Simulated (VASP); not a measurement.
# TiO2 (I4_1/amd) in VASP: a series of runs

Runs on TiO2. Level: r2SCAN. Tasks: single point.

All numbers are computed with VASP 6.6.1; they aren't measurements. Logs are shortened: lines on timing, memory, paths and dates and some standing lists are left out, and cuts for length are marked.

### Step 1. The cell of the first run

Symmetry: I4_1/amd, No. 141, tetragonal system. Conventional cell: a = 3.702 Å, b = 3.702 Å, c = 9.699 Å, α = 90.00°, β = 90.00°, γ = 90.00°. Ti (site symmetry -4m2) has 6 O at 1.90 to 1.99 Å within 2.5 Å. Within 2.5 Å of O (site symmetry 2mm) lie 3 Ti at 1.90 to 1.99 Å and 2 O at 2.42 Å.

### Step 2. Single point, r2SCAN (biaxial strain in the a-b plane: -2.0 %)

POSCAR

```
TiO2
1.0
    3.7021547992      0.0000000000      0.0000000000
    0.0000000000      3.7021547992      0.0000000000
    0.0000000000      0.0000000000      9.6990339500
Ti O
4 8
Direct
    0.0000000000      0.5000000000      0.7500000000
    0.5000000000      0.5000000000      0.0000000000
    0.5000000000      0.0000000000      0.2500000000
    0.0000000000      0.0000000000      0.5000000000
    0.0000000000      0.5000000000      0.9553941071
    0.5000000000      0.5000000000      0.7946058929
    0.5000000000      0.0000000000      0.0446058929
    0.0000000000      0.0000000000      0.7053941071
    0.5000000000      0.0000000000      0.4553941071
    0.0000000000      0.0000000000      0.2946058929
    0.0000000000      0.5000000000      0.5446058929
    0.5000000000      0.5000000000      0.2053941071
```

INCAR.step1

```
SYSTEM = TiO2
PREC     = Accurate       ! precision mode
ENCUT    = 520            ! plane-wave cutoff, eV
ISMEAR   = 0              ! smearing method
SIGMA    = 0.02           ! smearing width, eV
LREAL    = .FALSE.        ! projectors in reciprocal space
LASPH    = .TRUE.         ! aspherical terms in the spheres
NELM     = 80             ! most SCF steps
NBANDS   = 60             ! bands
GGA      = PE             ! functional
ALGO     = Normal         ! electronic algorithm
EDIFF    = 1E-4           ! SCF threshold, eV
LWAVE    = .TRUE.         ! write WAVECAR
LCHARG   = .FALSE.        ! write CHGCAR
```

INCAR.step2

```
SYSTEM = TiO2
PREC     = Accurate       ! precision mode
ENCUT    = 520            ! plane-wave cutoff, eV
EDIFF    = 1E-6           ! SCF threshold, eV
ISMEAR   = 0              ! smearing method
SIGMA    = 0.02           ! smearing width, eV
LREAL    = .FALSE.        ! projectors in reciprocal space
LASPH    = .TRUE.         ! aspherical terms in the spheres
NELM     = 80             ! most SCF steps
ALGO     = Normal         ! electronic algorithm
ISIF     = 2              ! what is computed and relaxed
LWAVE    = .FALSE.        ! write WAVECAR
LCHARG   = .TRUE.         ! write CHGCAR
METAGGA  = R2SCAN         ! meta-GGA
LMIXTAU  = .TRUE.       
LELF     = .TRUE.         ! ELF
LVHAR    = .TRUE.       
NBANDS   = 60             ! bands
ISTART   = 1
```

KPOINTS

```
Automatic mesh
0
G
  6 6 4
  0 0 0
```

Potentials or basis: VASP PAW PBE potentials, release 64 (Ti_sv, O).

Command:

```bash
> cat potpaw_PBE.64/Ti_sv/POTCAR potpaw_PBE.64/O/POTCAR > POTCAR
> cp INCAR.step1 INCAR
> mpirun -np 1 vasp_std > vasp.out
> cp INCAR.step2 INCAR
> mpirun -np 1 vasp_std > vasp.out
```

OUTCAR:

```text
SYSTEM = TiO2
   PREC = Accurate
   ENCUT = 520
   EDIFF = 1E-6
   ISMEAR = 0
   LREAL = .FALSE.
   LASPH = .TRUE.
   NELM = 80
   ISIF = 2
   METAGGA = R2SCAN
   ISTART = 1

 ion  position               nearest neighbor table
   1  0.000  0.500  0.750-   6 1.90   8 1.90   8 1.90   6 1.90   5 1.99  11 1.99
   2  0.500  0.500  0.000-   5 1.90   7 1.90   7 1.90   5 1.90   6 1.99  12 1.99
   3  0.500  0.000  0.250-  10 1.90  12 1.90  12 1.90  10 1.90   7 1.99   9 1.99
   4  0.000  0.000  0.500-   9 1.90  11 1.90  11 1.90   9 1.90  10 1.99   8 1.99
   5  0.000  0.500  0.955-   2 1.90   2 1.90   1 1.99
   6  0.500  0.500  0.795-   1 1.90   1 1.90   2 1.99
   7  0.500  0.000  0.045-   2 1.90   2 1.90   3 1.99
   8  0.000  0.000  0.705-   1 1.90   1 1.90   4 1.99
   9  0.500  0.000  0.455-   4 1.90   4 1.90   3 1.99
  10  0.000  0.000  0.295-   3 1.90   3 1.90   4 1.99
  11  0.000  0.500  0.545-   4 1.90   4 1.90   1 1.99
  12  0.500  0.500  0.205-   3 1.90   3 1.90   2 1.99

  LATTYP: Found a simple tetragonal cell.
 ALAT       =     3.7021547992
 C/A-ratio  =     2.6198347925

  Lattice vectors:

 A1 = (   3.7021547992,   0.0000000000,   0.0000000000)
 A2 = (   0.0000000000,   3.7021547992,   0.0000000000)
 A3 = (   0.0000000000,   0.0000000000,   9.6990339500)

Analysis of symmetry for initial positions (statically):
=====================================================================
 Subroutine PRICEL returns following result:

  LATTYP: Found a body centered tetragonal cell.
 ALAT       =     3.7021547992
 C/A-ratio  =     2.6198347925

  Lattice vectors:

 A1 = (  -1.8510773996,   1.8510773996,   4.8495169750)
 A2 = (   1.8510773996,  -1.8510773996,   4.8495169750)
 A3 = (   1.8510773996,   1.8510773996,  -4.8495169750)

   2 primitive cells build up your supercell.

 Routine SETGRP: Setting up the symmetry group for a
 simple tetragonal supercell.

 Subroutine GETGRP returns: Found 16 space group operations
 (whereof  8 operations were pure point group operations)
 out of a pool of 16 trial point group operations.

The static configuration has the point symmetry D_2d.
 The point group associated with its full space group is D_4h.

Analysis of symmetry for dynamics (positions and initial velocities):
=====================================================================
 Subroutine PRICEL returns following result:

  LATTYP: Found a body centered tetragonal cell.
 ALAT       =     3.7021547992
 C/A-ratio  =     2.6198347925

  Lattice vectors:

 A1 = (  -1.8510773996,   1.8510773996,   4.8495169750)
 A2 = (   1.8510773996,  -1.8510773996,   4.8495169750)
 A3 = (   1.8510773996,   1.8510773996,  -4.8495169750)

   2 primitive cells build up your supercell.

 Routine SETGRP: Setting up the symmetry group for a
 simple tetragonal supercell.

 Subroutine GETGRP returns: Found 16 space group operations
 (whereof  8 operations were pure point group operations)
 out of a pool of 16 trial point group operations.

The dynamic configuration has the point symmetry D_2d.
 The point group associated with its full space group is D_4h.

 Subroutine INISYM returns: Found 16 space group operations
 (whereof  8 operations are pure point group operations),
 and found     2 'primitive' translations

----------------------------------------------------------------------------------------

                                     Primitive cell

  volume of cell :      66.4672

  direct lattice vectors                    reciprocal lattice vectors
    -1.851077400  1.851077400  4.849516975     0.000000000  0.270112962  0.103103052
     1.851077400 -1.851077400  4.849516975     0.270112962  0.000000000  0.103103052
     1.851077400  1.851077400 -4.849516975     0.270112962  0.270112962 -0.000000000

  length of vectors
     5.510969966  5.510969966  5.510969966     0.289121517  0.289121517  0.381997415

  position of ions in fractional coordinates (direct lattice)
     0.250000000  0.750000000  0.500000000
     0.500000000  0.500000000  1.000000000
     0.455394107  0.955394107  0.500000000
     0.294605893  0.294605893  1.000000000
     0.044605893  0.544605893  0.500000000
     0.705394107  0.705394107  1.000000000

  ion indices of the primitive-cell ions
   primitive index   ion index
                 1           1
                 2           2
                 3           5
                 4           6
                 5          11
                 6           8

----------------------------------------------------------------------------------------

 KPOINTS: Automatic mesh

Automatic generation of k-mesh.
 Grid dimensions read from file:
 generate k-points for:    6    6    4

 Generating k-lattice:

  Cartesian coordinates                     Fractional coordinates (reciprocal lattice)
     0.045018827  0.000000000  0.000000000     0.166666667  0.000000000  0.000000000
     0.000000000  0.045018827  0.000000000     0.000000000  0.166666667  0.000000000
     0.000000000  0.000000000  0.025775763     0.000000000  0.000000000  0.250000000

  Length of vectors
     0.045018827  0.045018827  0.025775763

  Shift w.r.t. Gamma in fractional coordinates (k-lattice)
     0.000000000  0.000000000  0.000000000

 Subroutine IBZKPT returns following result:
 ===========================================

 Found     30 irreducible k-points:

 Following reciprocal coordinates:
            Coordinates               Weight
  0.000000  0.000000  0.000000      1.000000
  0.166667  0.000000  0.000000      4.000000
  0.333333  0.000000  0.000000      4.000000
  0.500000  0.000000  0.000000      2.000000
  0.166667  0.166667  0.000000      4.000000
  0.333333  0.166667  0.000000      8.000000
[... 16 lines left out ...]
  0.333333  0.000000  0.500000      4.000000
  0.500000  0.000000  0.500000      2.000000
 [... further k-points ...]
   k-points           NKPTS =     30   k-points in BZ     NKDIM =     30   number of bands    NBANDS=     60
   number of dos      NEDOS =    301   number of ions     NIONS =     12
   total plane-waves  NPLWV =  56448
   dimension x,y,z NGX =    28 NGY =   28 NGZ =   72
   dimension x,y,z NGXF=    56 NGYF=   56 NGZF=  144
   ions per type =               4   8
   NGX,Y,Z   is equivalent  to a cutoff of  12.57, 12.57, 12.34 a.u.
   NGXF,Y,Z  is equivalent  to a cutoff of  25.15, 25.15, 24.68 a.u.
 SYSTEM =  TiO2
   PREC   = accura    normal or accurate (medium, high low for compatibility)
   ISTART =      1    job   : 0-new  1-cont  2-samecut
   ICHARG =      0    charge: 1-file 2-atom 10-const
   ISPIN  =      1    spin polarized calculation?
   LNONCOLLINEAR =      F non collinear calculations
   LSORBIT =      F    spin-orbit coupling
   LASPH  =      T    aspherical Exc in radial PAW
   ENCUT  =  520.0 eV  38.22 Ry    6.18 a.u.   6.88  6.88 18.03*2*pi/ulx,y,z
   NELM   =     80;   NELMIN=  2; NELMDL=  0     # of ELM steps
   EDIFF  = 0.1E-05   stopping-criterion for ELM
   LREAL  =      F    real-space projection
   EDIFFG = 0.1E-04   stopping-criterion for IOM
   NSW    =      0    number of steps for IOM
   IBRION =     -1    ionic relax: 0-MD 1-quasi-New 2-CG
   NFREE  =      0    steps in history (QN), initial steepest desc. (CG)
   ISIF   =      2    stress and relaxation
   ISYM   =      2    0-nonsym 1-usesym 2-fastsym
   POTIM  = 0.5000    time-step for ionic-motion
   TEBEG  =    0.0;   TEEND  =   0.0 temperature during run
   PSTRESS=    0.0 pullay stress
   NELECT =      96.0000    total number of electrons
   NUPDOWN=      -1.0000    fix difference up-down
   EMIN   =  10.00;   EMAX   =-10.00  energy-range for DOS
   EFERMI =   0.00;   METHOD = LEGACY
   ISMEAR =     0;   SIGMA  =   0.02  broadening in eV -4-tet -1-fermi 0-gaus
   EFERMI_NEDOS =   21; number of points for ismear=-14 and -15
   IALGO  =     38    algorithm
   IMIX   =      4    mixing-type and parameters
     AMIX     =   0.40;   BMIX     =  1.00
     AMIX_MAG =   1.60;   BMIX_MAG =  1.00
  volume/ion in A,a.u.               =      11.08        74.76
  Fermi-wavevector in a.u.,A,eV,Ry     =   1.468766  2.775566 29.351501  2.157274
  Thomas-Fermi vector in A             =   2.584225
   LORBIT       =      0    0 simple, 1 ext, 2 COOP (PROOUT), +10 PAW based schemes
   METAGGA = R2SCAN    functional components
   LHFCALC =     F    Hartree Fock is set to
   AEXX    =    0.0000 exact exchange contribution
   IVDW    =     0    specifies the selected vdW correction
   LEPSILON=     F    determine dielectric tensor
   LRPA    =     F    only Hartree local field effects (RPA)
 non-spin polarized calculation
 Gauss-broadening in eV      SIGMA  =   0.02
  energy-cutoff  :      520.00
  volume of cell :      132.93
 maximum number of plane-waves:      3613
 NGX is ok and might be reduce to    28
   NGX = 13   NGY = 13   NGZ = 37

 number of electron      95.9999978 magnetization

 Free energy of the ion-electron system (eV)
  ---------------------------------------------------
  ext. energy  EPLUGINS =         0.00000000
  ---------------------------------------------------
  free energy    TOTEN  =      -139.53215939 eV

  energy without entropy =     -139.53215939  energy(sigma->0) =     -139.53215939

 E-fermi :   3.3305     XC(G=0): -11.5971

 val. band max:        3.2099754492   @ k =   0.5000   0.5000   0.0000
 cond. band min:       6.0063068982   @ k =   0.0000   0.0000   0.0000
 fundamental gap:      2.7963314490
 Fermi energy:         3.3304658111

 k-point     1 :       0.0000    0.0000    0.0000
  band No.  band energies     occupation
      1     -55.1264      2.00000
      2     -55.0959      2.00000
      3     -55.0959      2.00000
      4     -55.0652      2.00000
      5     -30.5775      2.00000
      6     -30.3657      2.00000
[... 1501 lines left out ...]
     59       8.5036      0.00000
     60       8.5036      0.00000

 [... further k-points ...]

------------------------ aborting loop because EDIFF is reached ----------------------------------------

  FORCE on cell =-STRESS in cart. coord.  units (eV):
  Direction    XX          YY          ZZ          XY          YZ          ZX
  --------------------------------------------------------------------------------------
  -------------------------------------------------------------------------------------
  Total        9.0477338      9.0477338      4.6387517      0.0000000      0.0000000      0.0000000
  in kB      109.0467603    109.0467603     55.9080161      0.0000000      0.0000000      0.0000000
  external PRESSURE =      91.3338456 kB  Pullay stress =       0.0000000 kB

 VOLUME and BASIS-vectors are now :
 -----------------------------------------------------------------------------
  energy-cutoff  :      520.00
  volume of cell :      132.93
      direct lattice vectors                 reciprocal lattice vectors
     3.702154799  0.000000000  0.000000000     0.270112962  0.000000000  0.000000000
     0.000000000  3.702154799  0.000000000     0.000000000  0.270112962  0.000000000
     0.000000000  0.000000000  9.699033950     0.000000000  0.000000000  0.103103052

 POSITION                                       TOTAL-FORCE (eV/Angst)
 -----------------------------------------------------------------------------------
      0.00000      1.85108      7.27428        -0.000000      0.000000      0.000000
      1.85108      1.85108      0.00000        -0.000000     -0.000000      0.000000
      1.85108      0.00000      2.42476        -0.000000      0.000000     -0.000000
      0.00000      0.00000      4.84952         0.000000     -0.000000      0.000000
      0.00000      1.85108      9.26640         0.000000      0.000000      0.046718
      1.85108      1.85108      7.70691         0.000000      0.000000     -0.046718
      1.85108      0.00000      0.43263        -0.000000     -0.000000     -0.046718
      0.00000      0.00000      6.84164         0.000000     -0.000000      0.046718
      1.85108      0.00000      4.41688        -0.000000     -0.000000      0.046718
      0.00000      0.00000      2.85739        -0.000000     -0.000000     -0.046718
      0.00000      1.85108      5.28215        -0.000000     -0.000000     -0.046718
      1.85108      1.85108      1.99212         0.000000      0.000000      0.046718
 -----------------------------------------------------------------------------------
    total drift:                                0.000000      0.000000      0.000000

  FREE ENERGIE OF THE ION-ELECTRON SYSTEM (eV)
  ---------------------------------------------------
  free  energy   TOTEN  =      -139.5321593876 eV

  energy  without entropy=     -139.5321593876  energy(sigma->0) =     -139.53215939
```

Run time: 11 min. Hardware: 1 thread of Intel Xeon 6975P-C (Granite Rapids), shared host; peak memory 0.34 GiB.

Results:

```yaml
Free_energy: -139.5322 eV
Pressure: 9.1 GPa
Largest_force: 0.047 eV/Å
Band_gap_on_the_k_mesh: 2.80 eV
```

Forces in eV/Å, atoms in the order of the input:
```
Ti   0.000  0.000  0.000
Ti   0.000  0.000  0.000
Ti   0.000  0.000  0.000
Ti   0.000  0.000  0.000
O    0.000  0.000  0.047
O    0.000  0.000 -0.047
O    0.000  0.000 -0.047
O    0.000  0.000  0.047
O    0.000  0.000  0.047
O    0.000  0.000 -0.047
O    0.000  0.000 -0.047
O    0.000  0.000  0.047
```

Caveat: the cell differs from its parent crystal (biaxial strain in the a-b plane: -2.0 %); the PAW data sets were made with another functional, which shifts forces and pressure a little.

### Step 3. Single point, r2SCAN (biaxial strain in the a-b plane: -1.0 %)

POSCAR

```
TiO2
1.0
    3.7399318890      0.0000000000      0.0000000000
    0.0000000000      3.7399318890      0.0000000000
    0.0000000000      0.0000000000      9.6415297962
Ti O
4 8
Direct
    0.0000000000      0.5000000000      0.7500000000
    0.5000000000      0.5000000000      0.0000000000
    0.5000000000      0.0000000000      0.2500000000
    0.0000000000      0.0000000000      0.5000000000
    0.0000000000      0.5000000000      0.9572470736
    0.5000000000      0.5000000000      0.7927529264
    0.5000000000      0.0000000000      0.0427529264
    0.0000000000      0.0000000000      0.7072470736
    0.5000000000      0.0000000000      0.4572470736
    0.0000000000      0.0000000000      0.2927529264
    0.0000000000      0.5000000000      0.5427529264
    0.5000000000      0.5000000000      0.2072470736
```

INCAR.step1

```
SYSTEM = TiO2
ALGO     = Normal         ! electronic algorithm
EDIFF    = 1E-4           ! SCF threshold, eV
ENCUT    = 520            ! plane-wave cutoff, eV
GGA      = PE             ! functional
ISMEAR   = 0              ! smearing method
LASPH    = .TRUE.         ! aspherical terms in the spheres
LCHARG   = .FALSE.        ! write CHGCAR
LREAL    = .FALSE.        ! projectors in reciprocal space
LWAVE    = .TRUE.         ! write WAVECAR
NBANDS   = 60             ! bands
NELM     = 60             ! most SCF steps
PREC     = Accurate       ! precision mode
SIGMA    = 0.02           ! smearing width, eV
```

INCAR.step2

```
SYSTEM = TiO2
ALGO     = Normal         ! electronic algorithm
EDIFF    = 1E-6           ! SCF threshold, eV
ENCUT    = 520            ! plane-wave cutoff, eV
ISIF     = 2              ! what is computed and relaxed
ISMEAR   = 0              ! smearing method
ISTART   = 1            
LASPH    = .TRUE.         ! aspherical terms in the spheres
LCHARG   = .FALSE.        ! write CHGCAR
LMIXTAU  = .TRUE.       
LREAL    = .FALSE.        ! projectors in reciprocal space
LWAVE    = .FALSE.        ! write WAVECAR
METAGGA  = R2SCAN         ! meta-GGA
NBANDS   = 60             ! bands
NELM     = 60             ! most SCF steps
PREC     = Accurate       ! precision mode
SIGMA    = 0.02           ! smearing width, eV
```

KPOINTS

```
k-points
0
G
  6 6 4
  0 0 0
```

Potentials or basis: VASP PAW PBE potentials, release 64 (Ti_sv, O).

Command:

```bash
> cat potpaw_PBE.64/Ti_sv/POTCAR potpaw_PBE.64/O/POTCAR > POTCAR
> cp INCAR.step1 INCAR
> mpirun -np 1 vasp_std > vasp.out
> cp INCAR.step2 INCAR
> mpirun -np 1 vasp_std > vasp.out
```

It took 11 min on 1 thread of Intel Xeon 6975P-C (Granite Rapids), shared host; peak memory 0.34 GiB.

The run converged. Its results:

```yaml
Free_energy: -139.6572 eV
Pressure: 4.6 GPa
Largest_force: 0.096 eV/Å
Band_gap_on_the_k_mesh: 2.66 eV
```

Forces in eV/Å, atoms in the order of the input:
```
Ti   0.000  0.000  0.000
Ti   0.000  0.000  0.000
Ti   0.000  0.000  0.000
Ti   0.000  0.000  0.000
O    0.000  0.000 -0.096
O    0.000  0.000  0.096
O    0.000  0.000  0.096
O    0.000  0.000 -0.096
O    0.000  0.000 -0.096
O    0.000  0.000  0.096
O    0.000  0.000  0.096
O    0.000  0.000 -0.096
```

Stress tensor (GPa, compression positive):
```
6.02 0.00 0.00
0.00 6.02 0.00
0.00 0.00 1.66
```

Levels at points of the mesh, in eV from the valence-band top:
```csv
k point,band 44,band 45,band 46,band 47,band 48,band 49,band 50,band 51,band 52,band 53
"(0.00, 0.00, 0.00)",-0.81,-0.45,-0.45,-0.09,-0.09,2.66,3.00,3.00,3.36,4.36
"(0.50, 0.00, 0.00)",-1.17,-0.88,-0.88,-0.86,-0.86,3.97,3.97,3.98,3.98,4.09
"(0.50, 0.50, 0.00)",-2.10,0.00,0.00,0.00,0.00,3.82,3.82,3.82,3.82,4.31
"(0.00, 0.00, 0.50)",-1.10,-0.21,-0.21,-0.21,-0.21,2.75,2.75,3.25,3.25,4.43
"(0.50, 0.00, 0.50)",-0.95,-0.86,-0.86,-0.68,-0.68,3.82,3.82,4.06,4.06,4.15
"(0.50, 0.50, 0.50)",-1.67,-0.18,-0.18,-0.18,-0.18,4.07,4.07,4.07,4.07,4.08
```

Caveat: the cell differs from its parent crystal (biaxial strain in the a-b plane: -1.0 %); the PAW data sets were made with another functional, which shifts forces and pressure a little.
